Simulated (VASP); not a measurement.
Here is a VASP 6.6.1 calculation.

INCAR

```
PREC = Accurate
ENCUT = 520
EDIFF = 1E-6
ISMEAR = -1
SIGMA = 0.05
LREAL = F
LASPH = T
NELM = 60
ALGO = Normal
ISIF = 2
LWAVE = F
LCHARG = F
GGA = PE
NBANDS = 14
```

File KPOINTS:

```
regular mesh
0
Gamma
  16 16 9
```

POSCAR

```
Na
1.0
    2.7952995036      0.0000000000      0.0000000000
   -1.3976497518      2.4208003813      0.0000000000
    0.0000000000      0.0000000000      4.5624577838
Na
2
Direct
    0.3333333333      0.6666666667      0.2500000000
    0.6666666667      0.3333333333      0.7500000000
```

Potentials or basis: VASP PAW PBE potentials, release 64 (Na_pv).

The run is started by

```console
$ cat potpaw_PBE.64/Na_pv/POTCAR > POTCAR
$ mpirun -np 1 vasp_std > vasp.out
```

(1) What does it give for the pressure?

(2) Predict the band gap on the k mesh.

Results:

(1) 35.1 GPa.

(2) zero (bands 7 and 8 overlap by 5.74 eV).

Caveat: the cell stands under pressure.
